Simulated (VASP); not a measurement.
# AlN (P6_3mc) in VASP: a series of runs, part 2 of 2

VASP 6.6.1. The steps go on from the part before.

### Step 3. Dielectric tensor, r2SCAN (uniaxial z strain +4.0%)

The input, INCAR:

```
SYSTEM = AlN
PREC = Accurate
ENCUT = 520
EDIFF = 1E-8
ISMEAR = 0
SIGMA = 0.01
LREAL = .False.
LASPH = .True.
NELM = 60
ALGO = Normal
ISIF = 2
LWAVE = .False.
LCHARG = .False.
METAGGA = R2SCAN
LMIXTAU = .True.
LCALCEPS = .True.
```

The input, KPOINTS:

```
Automatic mesh
0
Gamma
  9 9 4
  0 0 0
```

The input, POSCAR:

```
AlN
1.0
    3.1066937602      0.0000000000      0.0000000000
   -1.5533468801      2.6904757181      0.0000000000
    0.0000000000      0.0000000000      5.1777352140
Al N
2 2
Direct
    0.3333333333      0.6666666667     -0.0004591778
    0.6666666667      0.3333333333      0.4995408222
    0.3333333333      0.6666666667      0.3754591778
    0.6666666667      0.3333333333      0.8754591778
```

Potentials or basis: VASP PAW PBE potentials, release 64 (Al, N).

Launch:

```sh
cat potpaw_PBE.64/Al/POTCAR potpaw_PBE.64/N/POTCAR > POTCAR
mpirun -np 1 vasp_std > vasp.out
```

OUTCAR:

```text
SYSTEM = AlN
   PREC = Accurate
   ENCUT = 520
   EDIFF = 1E-8
   ISMEAR = 0
   LREAL = .False.
   LASPH = .True.
   NELM = 60
   ISIF = 2
   METAGGA = R2SCAN

 ion  position               nearest neighbor table
   1  0.333  0.667  1.000-   4 1.91   4 1.91   4 1.91   3 1.95   2 3.15   2 3.15   2 3.15   2 3.15
                             2 3.15   2 3.15
   2  0.667  0.333  0.500-   3 1.91   3 1.91   3 1.91   4 1.95   1 3.15   1 3.15   1 3.15   1 3.15
                             1 3.15   1 3.15
   3  0.333  0.667  0.375-   2 1.91   2 1.91   2 1.91   1 1.95
   4  0.667  0.333  0.875-   1 1.91   1 1.91   1 1.91   2 1.95

  LATTYP: Found a hexagonal cell.
 ALAT       =     3.1066937602
 C/A-ratio  =     1.6666384310

  Lattice vectors:

 A1 = (   3.1066937602,   0.0000000000,   0.0000000000)
 A2 = (  -1.5533468801,   2.6904757181,   0.0000000000)
 A3 = (   0.0000000000,   0.0000000000,   5.1777352140)

Analysis of symmetry for initial positions (statically):
=====================================================================
 Subroutine PRICEL returns:
 Original cell was already a primitive cell.

[... 574 lines left out ...]

 BORN EFFECTIVE CHARGES (including local field effects) (in |e|, cummulative output)
 ---------------------------------------------------------------------------------
 ion    1
    1     2.49955     0.00000     0.00000
    2     0.00000     2.49955    -0.00000
    3    -0.00000    -0.00000     2.64304
 ion    2
    1     2.49955     0.00000    -0.00000
    2     0.00000     2.49955     0.00000
    3    -0.00000     0.00000     2.64304
 ion    3
    1    -2.49955     0.00000     0.00000
    2     0.00000    -2.49955     0.00000
    3     0.00000    -0.00000    -2.64304
 ion    4
    1    -2.49955     0.00000     0.00000
    2     0.00000    -2.49955     0.00000
    3    -0.00000     0.00000    -2.64304

  FORCE on cell =-STRESS in cart. coord.  units (eV):
  Direction    XX          YY          ZZ          XY          YZ          ZX
  --------------------------------------------------------------------------------------
  -------------------------------------------------------------------------------------
  Total       -1.0010682     -1.0010682     -4.2073624      0.0000000      0.0000000      0.0000000
  in kB      -37.0601239    -37.0601239   -155.7589988      0.0000000      0.0000000      0.0000000
  external PRESSURE =     -76.6264156 kB  Pullay stress =       0.0000000 kB

 VOLUME and BASIS-vectors are now :
 -----------------------------------------------------------------------------
  energy-cutoff  :      520.00
  volume of cell :       43.28
      direct lattice vectors                 reciprocal lattice vectors
     3.106693760  0.000000000  0.000000000     0.321885605  0.185840741  0.000000000
    -1.553346880  2.690475718  0.000000000     0.000000000  0.371681481  0.000000000
     0.000000000  0.000000000  5.177735214     0.000000000  0.000000000  0.193134635

 POSITION                                       TOTAL-FORCE (eV/Angst)
 -----------------------------------------------------------------------------------
     -0.00000      1.79365      5.17536        -0.000000      0.000000      0.001073
      1.55335      0.89683      2.58649         0.000000     -0.000000      0.001073
     -0.00000      1.79365      1.94403        -0.000000      0.000000     -0.001073
      1.55335      0.89683      4.53290        -0.000000      0.000000     -0.001073
 -----------------------------------------------------------------------------------
    total drift:                               -0.000000     -0.000000     -0.012609

  FREE ENERGIE OF THE ION-ELECTRON SYSTEM (eV)
  ---------------------------------------------------
  free  energy   TOTEN  =       -38.3732603252 eV

  energy  without entropy=      -38.3732603252  energy(sigma->0) =      -38.37326033
```

OSZICAR:

```text
N       E                     dE             d eps       ncg     rms          rms(c)
DAV:   1     0.417606084050E+02    0.41761E+02   -0.78753E+03   864   0.123E+03
DAV:   2    -0.425879944333E+02   -0.84349E+02   -0.78235E+02  1252   0.230E+02
[... 13 lines left out ...]
DMP:   8    -0.383732601326E+02   -0.17463E-06   -0.17616E-06   900   0.403E-06   0.719E-07
DMP:   9    -0.383732602291E+02   -0.96436E-07   -0.11242E-06   900   0.221E-06   0.115E-06
DMP:  10    -0.383732602824E+02   -0.53289E-07   -0.55128E-07   900   0.987E-07   0.754E-07
DMP:  11    -0.383732603041E+02   -0.21706E-07   -0.25216E-07   900   0.499E-07   0.253E-07
DMP:  12    -0.383732603157E+02   -0.11577E-07   -0.14218E-07   900   0.294E-07   0.119E-07
DMP:  13    -0.383732603252E+02   -0.95721E-08   -0.78875E-08   900   0.149E-07   0.920E-08
   1 F= -.38373260E+02 E0= -.38373260E+02  d E =-.221172E-15
```

Wall time 13 min (1 thread of Intel Xeon 6975P-C (Granite Rapids), shared host); peak memory 0.45 GiB.

Results:

```yaml
Band_gap_on_the_k_mesh: 4.60 eV
Electronic_dielectric_tensor_diagonal: 4.18, 4.18, 4.44
Born_charges_mean_of_the_diagonal: Al +2.55; N -2.55 e
```

Levels at points of the mesh, in eV from the valence-band top:
| k point | band 5 | band 6 | band 7 | band 8 | band 9 | band 10 | band 11 | band 12 |
| --- | --- | --- | --- | --- | --- | --- | --- | --- |
| (0.00, 0.00, 0.00) | -0.55 | -0.11 | 0.00 | 0.00 | 4.60 | 7.67 | 11.13 | 12.26 |
| (0.00, 0.00, 0.50) | -0.28 | -0.28 | -0.28 | -0.28 | 7.12 | 7.12 | 10.91 | 10.91 |

Electronic dielectric tensor:
```
4.18 0.00 0.00
0.00 4.18 0.00
0.00 0.00 4.44
```

Born effective charge tensors (e):
atom 1, Al
```
2.50 0.00 0.00
0.00 2.50 0.00
0.00 0.00 2.64
```
atom 2, Al
```
2.50 0.00 0.00
0.00 2.50 0.00
0.00 0.00 2.64
```
atom 3, N
```
-2.50  0.00  0.00
 0.00 -2.50  0.00
 0.00  0.00 -2.64
```
atom 4, N
```
-2.50  0.00  0.00
 0.00 -2.50  0.00
 0.00  0.00 -2.64
```

Dipole moments of the cell (e·Å, modulo the quantum): ionic 0.000, 0.000, 14.248; electronic 0.000, 0.000, -0.139

Caveat: the cell differs from its parent crystal (uniaxial z strain +4.0%); the PAW data sets were made with another functional, which shifts forces and pressure a little.
